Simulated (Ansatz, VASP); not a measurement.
MgO: VASP beside Ansatz

```
Mg O
1.0
     0.00000    2.13515    2.13515
     2.37535    0.00000    2.13515
     2.37535    2.13515    0.00000
Mg O
1 1
Direct
  0.00000 0.00000 0.00000
  0.50000 0.50000 0.50000
```

Change from the starting cell: strain +0.1125 x Voigt [1, 0, 0, 0, 0, 0], atoms carried along.

Alike in both runs: task single point; functional PBEsol; k mesh 10 × 10 × 10; occupations gaussian, width 0.05 eV; no spin polarisation.

|  | VASP | Ansatz |
| --- | --- | --- |
| version | VASP 6.6.1 | Ansatz 0.2.0 |
| potentials or method | VASP PAW PBE potentials, release 64 (Mg, O), cutoff 520 eV | scalar-relativistic, plane waves, PAW |
| valence electrons in the cell | 8 | 16 |

Ansatz gave:

```
gap on the k mesh at the Fermi level (eV)                     : 3.21
least direct gap on the mesh (eV)                             : 3.21
pressure (GPa)                                                : -14.8
traceless stress, the component that is largest in VASP (GPa) : -3.88
```

Task: Which values does VASP return?

Result: gap on the k mesh at the Fermi level (eV): 3.20; least direct gap on the mesh (eV): 3.20; pressure (GPa): -15.3; traceless stress, the component that is largest in VASP (GPa): -3.81.

VASP's potentials were made for PBE, not for PBEsol. VASP's potentials hold 8 valence electrons a cell and Ansatz's 16, so a difference there can come from the potentials and not from the codes.
